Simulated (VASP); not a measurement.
Input of a VASP 6.6.1 run:

INCAR

```
SYSTEM = MnO2
PREC     = Accurate       ! precision mode
ENCUT    = 520            ! plane-wave cutoff, eV
EDIFF    = 1E-7           ! SCF threshold, eV
ISMEAR   = 0              ! smearing method
SIGMA    = 0.02           ! smearing width, eV
LREAL    = .FALSE.        ! projectors in reciprocal space
LASPH    = .TRUE.         ! aspherical terms in the spheres
NELM     = 150            ! most SCF steps
ALGO     = Normal         ! electronic algorithm
ISIF     = 2              ! what is computed and relaxed
LWAVE    = .FALSE.        ! write WAVECAR
LCHARG   = .FALSE.        ! write CHGCAR
ISPIN    = 2              ! spin polarisation
MAGMOM   = 4 -4 0 0 0 0   ! initial moments
LORBIT   = 11             ! projections on sites
LMAXMIX  = 4              ! l up to which the mixer works
LDAU     = .TRUE.         ! DFT+U
LDAUTYPE = 2            
LDAUL    = 2 -1           ! shell
LDAUU    = 3.9 0          ! U, eV
LDAUJ    = 0 0          
LDAUPRINT= 1            
GGA      = PE             ! functional
NBANDS   = 38             ! bands
```

Contents of KPOINTS:

```
Automatic mesh
0
G
  12 12 3
  0 0 0
```

POSCAR

```
MnO2
1.0
    2.8565781804      0.0000000000      0.0000000000
   -1.4282890902      2.4738692722      0.0000000000
    0.0000000000      0.0000000000      9.2027481178
Mn O
2 4
Direct
    0.0000000000      0.0000000000      0.2500000000
    0.0000000000      0.0000000000      0.7500000000
    0.6666666667      0.3333333333      0.1468537150
    0.3333333333      0.6666666667      0.3531462850
    0.6666666667      0.3333333333      0.6468537150
    0.3333333333      0.6666666667      0.8531462850
```

Potentials or basis: VASP PAW PBE potentials, release 64 (Mn_pv, O).

Command:

```sh
$ cat potpaw_PBE.64/Mn_pv/POTCAR potpaw_PBE.64/O/POTCAR > POTCAR
$ mpirun -np 1 vasp_std > vasp.out
```

Problem. Predict the pressure.

Solution. 10.8 GPa.

Problem. Predict the largest force.

Solution. 0.563 eV/Å.

Stress tensor (GPa, compression positive):
```
12.44  0.00  0.00
 0.00 12.44  0.00
 0.00  0.00  7.56
```

Caveat: the cell stands under pressure. The state reached can hang on the start; a lower one may exist.
